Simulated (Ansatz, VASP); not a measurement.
**Ba: VASP beside Ansatz**

Contents of INCAR:

```
PREC     = Accurate       # precision mode
ENCUT    = 500            # plane-wave cutoff, eV
EDIFF    = 1E-6           # SCF threshold, eV
ISMEAR   = -1             # smearing method
SIGMA    = 0.1            # smearing width, eV
LREAL    = F              # projectors in reciprocal space
LASPH    = T              # aspherical terms in the spheres
NELM     = 120            # most SCF steps
ALGO     = Normal         # electronic algorithm
ISIF     = 2              # what is computed and relaxed
LWAVE    = F              # write WAVECAR
LCHARG   = T              # write CHGCAR
GGA      = CA             # functional
LELF     = T              # ELF
LVHAR    = T            
NBANDS   = 17             # bands
GGA_COMPAT= F
```

Contents of KPOINTS:

```
Automatic mesh
0
Gamma
  10 10 5
```

Contents of POSCAR:

```
Ba
1.0
    4.1171716217      0.0000000000      0.0000000000
   -2.0585858109      3.5655752162      0.0000000000
    0.0000000000      0.0000000000      6.6742892153
Ba
2
Direct
    0.3333333333      0.6666666667      0.2500000000
    0.6666666667      0.3333333333      0.7500000000
```

Input for Ansatz:

```yaml
crystal:
  lattice:
    - [4.1171716217, 0.0, 0.0]
    - [-2.0585858109, 3.5655752162, 0.0]
    - [0.0, 0.0, 6.6742892153]
  atoms:
    - { symbol: Ba, position: [0.3333333333, 0.6666666667, 0.25] }
    - { symbol: Ba, position: [0.6666666667, 0.3333333333, 0.75] }
hamiltonian:
  xc: lda
  pseudopotentials:
    kind: paw
    azcp:
      Ba: "pseudopotentials/Ba.paw.azcp"
basis:
  ecutwfc: 420
  fft_grid_basis: typed
kpoints:
  mp_grid: { grid: [10, 10, 5], shift: [0, 0, 0] }
magnetization:
  spin_polarized: false
scf:
  occupations: { method: fermi_dirac, width: 0.1 }
  lower_state_search: "off"
output:
  stress: true
```

Alike in both runs: task single point; functional LDA; k mesh 10 × 10 × 5; occupations fermi-dirac, width 0.1 eV; no spin polarisation.

```csv
,VASP,Ansatz
version,VASP 6.6.1,Ansatz 0.2.0
potentials or method,"VASP PAW LDA potentials, release 64 (Ba_sv), cutoff 500 eV","plane waves (420 eV) with PAW, scalar-relativistic"
valence electrons in the cell,20,20
```

Ansatz gave:

- pressure (GPa): 0.8
- traceless stress, the component that is largest in VASP (GPa): -0.17

Problem. What did VASP give for the same quantities?

Solution. Pressure (GPa): 1.0; traceless stress, the component that is largest in VASP (GPa): -0.18.

Ansatz warns that its potentials were made for another functional, while VASP's fit it. LDA's correlation is that of Perdew and Zunger in VASP and of Perdew and Wang (1992) in Ansatz.

Neither program's run includes spin-orbit coupling.
